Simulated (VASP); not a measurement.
A run of VASP 6.6.1 is set up as follows.

INCAR

```
SYSTEM = AlN
PREC     = Accurate       ! precision mode
ENCUT    = 520            ! plane-wave cutoff, eV
EDIFF    = 1E-6           ! SCF threshold, eV
ISMEAR   = 0              ! smearing method
SIGMA    = 0.05           ! smearing width, eV
LREAL    = .False.        ! projectors in reciprocal space
LASPH    = .True.         ! aspherical terms in the spheres
NELM     = 100            ! most SCF steps
ALGO     = Normal         ! electronic algorithm
ISIF     = 2              ! what is computed and relaxed
LWAVE    = .False.        ! write WAVECAR
LCHARG   = .False.        ! write CHGCAR
NBANDS   = 26             ! bands
```

File KPOINTS:

```
regular mesh
0
Gamma
  8 6 4
  0 0 0
```

The input POSCAR:

```
AlN
1.0
   -1.6378403119      2.8368226349      0.0000000000
    0.0000000000      0.0000000000      4.1006264518
    4.9135209358      2.8368226349      0.0000000000
Al N
4 4
Direct
    0.3120852821      0.7500000000      0.1797378840
    1.0000000000      0.7500000000      0.6666666667
    0.0000000000      0.2500000000      0.3333333333
    0.5000000000      0.2500000000      0.8333333333
    0.5000000000      0.2500000000      0.1666666667
    1.0000000000      0.2500000000      0.6666666667
    0.0000000000      0.7500000000      0.3333333333
    0.5000000000      0.7500000000      0.8333333333
```

Potentials or basis: VASP PAW LDA potentials, release 64 (Al, N).

Run with:

```bash
$ cat potpaw_LDA.64/Al/POTCAR potpaw_LDA.64/N/POTCAR > POTCAR
$ mpirun -np 1 vasp_std > vasp.out
```

(1) Estimate the band gap on the k mesh.

(2) Predict the largest force.

Answers

(1) 3.22 eV, direct.

(2) 33.309 eV/Å.

Caveat: the cell differs from its parent crystal (atom 1 (Al) moved by +0.372 Å along [1 0 0] and -0.496 Å along [1 2 0]); forces of over 1 eV/Å act on the atoms, so gaps and moduli don't describe the material at rest.
